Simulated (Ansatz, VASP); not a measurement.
## One calculation of Bi2Te3, two programs

```
Bi Te
1.0
     2.27476    1.31333    9.94667
    -2.27476    1.31333    9.94667
     0.00000   -2.62666    9.94667
Bi Te
2 3
Direct
  0.81200 0.81200 0.81200
  0.40200 0.40200 0.40200
  0.61100 0.61100 0.61100
  0.20000 0.20000 0.20000
  0.00000 0.00000 0.00000
```

Change from the starting cell: equal xx and yy strain of +3 %, PAW files.

Alike in both runs: task electric field gradients; functional PBE; k mesh 8 × 8 × 8; occupations fermi-dirac, width 0.08 eV; no spin polarisation.

```csv
,VASP,Ansatz
version,VASP 6.6.1,Ansatz 0.2.0
potentials or method,"VASP PAW PBE potentials, release 64 (Bi_d, Te)","PAW with Ansatz's default frozen-core files, scalar-relativistic"
plane-wave cutoff (eV),520,420
valence electrons in the cell,48,78
```

VASP gave:

```
pressure (GPa)                                                : -1.1
traceless stress, the component that is largest in VASP (GPa) : -0.22
rms of the force components (eV/Å)                            : 0.360
size of Vzz on the site where it differs most (V/Å²)          : 82.1
```

Problem. Which values does Ansatz return?

Solution. Pressure (GPa): -1.1; traceless stress, the component that is largest in VASP (GPa): -0.21; rms of the force components (eV/Å): 0.358; size of Vzz on the site where it differs most (V/Å²): 87.7.

Atom by atom the forces differ by 0.002 eV/Å (rms over components). VASP's potentials hold 48 valence electrons a cell and Ansatz's 78, so a difference there can come from the potentials and not from the codes.

Neither program's run includes spin-orbit coupling.
